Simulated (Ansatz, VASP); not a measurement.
# One calculation of CoO, two programs

The input INCAR:

```
SYSTEM = CoO
PREC     = Accurate       ! precision mode
ENCUT    = 520            ! plane-wave cutoff, eV
EDIFF    = 1E-6           ! SCF threshold, eV
ISMEAR   = 0              ! smearing method
SIGMA    = 0.15           ! smearing width, eV
LREAL    = .False.        ! projectors in reciprocal space
LASPH    = .True.         ! aspherical terms in the spheres
NELM     = 150            ! most SCF steps
ALGO     = Normal         ! electronic algorithm
ISIF     = 2              ! what is computed and relaxed
LWAVE    = .False.        ! write WAVECAR
LCHARG   = .False.        ! write CHGCAR
ISPIN    = 2              ! spin polarisation
MAGMOM   = 2.64 0.33      ! initial moments
LORBIT   = 11             ! projections on sites
LMAXMIX  = 4              ! l up to which the mixer works
GGA      = PS             ! functional
NBANDS   = 18             ! bands
```

File KPOINTS:

```
regular mesh
0
Gamma
  18 18 18
  0 0 0
```

POSCAR

```
CoO
1.0
    1.5054695445      0.8691832468      2.4399269062
   -1.5054695445      0.8691832468      2.4399269062
    0.0000000000     -1.7383664936      2.4399269062
Co O
1 1
Direct
    0.0000000000      0.0000000000      0.0000000000
    0.5000000000      0.5000000000      0.5000000000
```

Input for Ansatz:

```yaml
crystal:
  lattice:
    - [1.5054695445, 0.8691832468, 2.4399269062]
    - [-1.5054695445, 0.8691832468, 2.4399269062]
    - [0.0, -1.7383664936, 2.4399269062]
  atoms:
    - { symbol: Co, position: [0.0, 0.0, 0.0], spin: 2.64 }
    - { symbol: O, position: [0.5, 0.5, 0.5], spin: 0.33 }
basis:
  ecutwfc: 420
kpoints:
  mp_grid: { grid: [18, 18, 18] }
hamiltonian:
  xc: pbesol
scf:
  occupations: { method: gaussian, width: 0.15 }
output:
  forces: true
  stress: true
  eigenvalues: true
  populations: true
magnetization:
  spin_polarized: true
```

Alike in both runs: task single point; functional PBEsol; k mesh 18 × 18 × 18; occupations gaussian, width 0.15 eV; collinear spin.

|  | VASP | Ansatz |
| --- | --- | --- |
| version | VASP 6.6.1 | Ansatz 0.2.0 |
| potentials or method | VASP PAW PBE potentials, release 64 (Co, O), cutoff 520 eV | scalar-relativistic, plane waves, PAW |
| valence electrons in the cell | 15 | 23 |

Ansatz gave:

| Quantity | Value |
| --- | --- |
| gap on the k mesh at the Fermi level (eV) | none |
| pressure (GPa) | -9.1 |
| traceless stress, the component that is largest in VASP (GPa) | -0.20 |
| net moment per atom (μB) | 1.47 |
| size of the moment on the site where the two differ most (μB) | 2.48 |

Q: Which values does VASP return?

A: gap on the k mesh at the Fermi level (eV): none; pressure (GPa): -9.6; traceless stress, the component that is largest in VASP (GPa): -0.17; net moment per atom (μB): 1.45; size of the moment on the site where the two differ most (μB): 2.54.

VASP's potentials were made for PBE, not for PBEsol. Site moments also hang on the region over which each program counts them. A gap of «none» marks a metal or a gap that the smearing closes. VASP's potentials hold 15 valence electrons a cell and Ansatz's 23, so a difference there can come from the potentials and not from the codes.
